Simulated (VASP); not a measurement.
Input of a VASP 6.6.1 run:

The input INCAR:

```
  PREC = Accurate
  ENCUT = 600
  EDIFF = 1E-7
  ISMEAR = 0
  SIGMA = 0.1
  LREAL = False
  LASPH = True
  NELM = 80
  ALGO = Fast
  ISIF = 3
  LWAVE = False
  LCHARG = False
  GGA = PE
  IBRION = 2
  NSW = 100
  EDIFFG = -0.01
```

KPOINTS

```
regular mesh
0
Gamma
  10 10 10
```

File POSCAR:

```
BeBi3
1.0
    4.8287357021      0.0000000000      0.0000000000
    0.0000000000      4.8287357021      0.0000000000
    0.0000000000      0.0000000000      4.8287357021
Be Bi
1 3
Direct
    0.0000000000      0.0000000000      0.0000000000
    0.0000000000      0.5000000000      0.5000000000
    0.5000000000      0.0000000000      0.5000000000
    0.5000000000      0.5000000000      0.0000000000
```

Potentials or basis: VASP PAW PBE potentials, release 64 (Be, Bi_d).

Run with:

```console
$ cat potpaw_PBE.64/Be/POTCAR potpaw_PBE.64/Bi_d/POTCAR > POTCAR
$ mpirun -np 1 vasp_std > vasp.out
```

Question: Estimate the relaxed volume.

Answer: 27.75 Å³/atom.

Question: Predict the relaxed cell.

Answer: a = 4.806 Å, b = 4.806 Å, c = 4.806 Å, α = 90.00°, β = 90.00°, γ = 90.00°.

Question: Predict the space group after relaxing (to 0.1 Å).

Answer: Pm-3m (No. 221).

Question: Predict the band gap on the k mesh.

Answer: Zero (an odd number of electrons rules out a gap without spin polarisation).

Final structure:
```
Be Bi
1.0
     4.80595    0.00000    0.00000
     0.00000    4.80595    0.00000
     0.00000    0.00000    4.80595
Be Bi
1 3
Direct
  0.00000 0.00000 0.00000
  0.00000 0.50000 0.50000
  0.50000 0.00000 0.50000
  0.50000 0.50000 0.00000
```

Caveat: spin-orbit coupling is left out, which moves the levels of the heavy elements.
